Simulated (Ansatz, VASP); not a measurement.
**Al2O3 in VASP and in Ansatz**

```
CELL_PARAMETERS angstrom
2.96265 0.00000 0.00000
-1.48132 2.56573 0.00000
0.00000 0.00000 7.35487
ATOMIC_POSITIONS crystal
Al 0.00000 0.00000 0.27446
Al 0.00000 0.00000 0.72554
O 0.33333 0.66667 0.19529
O 0.66667 0.33333 0.80471
O 0.00000 0.00000 0.50000
```

Alike in both runs: functional LDA; k mesh 12 × 12 × 4; occupations gaussian, width 0.02 eV; no spin polarisation.

Ansatz relaxed the structure, and its values are those at the end. VASP's run is a single point on that final structure, the one shown.

|  | VASP | Ansatz |
| --- | --- | --- |
| version | VASP 6.6.1 | Ansatz 0.2.0 |
| potentials or method | VASP PAW LDA potentials, release 64 (Al, O), cutoff 520 eV | scalar-relativistic, plane waves, PAW |
| valence electrons in the cell | 24 | 24 |

```csv
,VASP,Ansatz,Ansatz less VASP
gap on the k mesh at the Fermi level (eV),2.49,2.50,+0.007
least direct gap on the mesh (eV),2.49,2.50,+0.007
pressure (GPa),1.0,0.0,-1.02
rms of the force components (eV/Å),0.053,0.001,-0.0519
```

LDA's correlation is that of Perdew and Zunger in VASP and of Perdew and Wang (1992) in Ansatz.
